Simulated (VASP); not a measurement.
A run of VASP 6.6.1:

The input INCAR:

```
  PREC = Accurate
  ENCUT = 520
  EDIFF = 1E-7
  ISMEAR = 0
  SIGMA = 0.15
  LREAL = F
  LASPH = T
  NELM = 80
  ALGO = Normal
  ISIF = 2
  LWAVE = F
  LCHARG = F
  GGA = PS
  NBANDS = 24
```

The input KPOINTS:

```
regular mesh
0
Gamma
  20 20 12
```

Contents of POSCAR:

```
TaN
1.0
    0.0000000000      0.0000000000      2.8707276426
    2.9239890448      0.0000000000      0.0000000000
    0.0000000000      5.0644975863      0.0000000000
Ta N
2 2
Direct
    0.5087085935      0.0000000000      0.3333333333
    0.4912914065      0.5000000000      0.8333333333
    0.0031844460      0.5000000000      0.5000000000
   -0.0031844460      0.0000000000      0.0000000000
```

Potentials or basis: VASP PAW PBE potentials, release 64 (Ta_pv, N).

Launch:

```console
$ cat potpaw_PBE.64/Ta_pv/POTCAR potpaw_PBE.64/N/POTCAR > POTCAR
$ mpirun -np 1 vasp_std > vasp.out
```

Hardware: 1 thread of Intel(R) Xeon(R) Platinum 8259CL CPU @ 2.50GHz (Skylake/Cascade Lake), on a shared host.

How long does it take, and how much memory?

Wall time 13 min on 1 thread of Intel(R) Xeon(R) Platinum 8259CL CPU @ 2.50GHz (Skylake/Cascade Lake) (shared host), peak memory 0.75 GiB. Counts: scf iterations 14, k points 847.
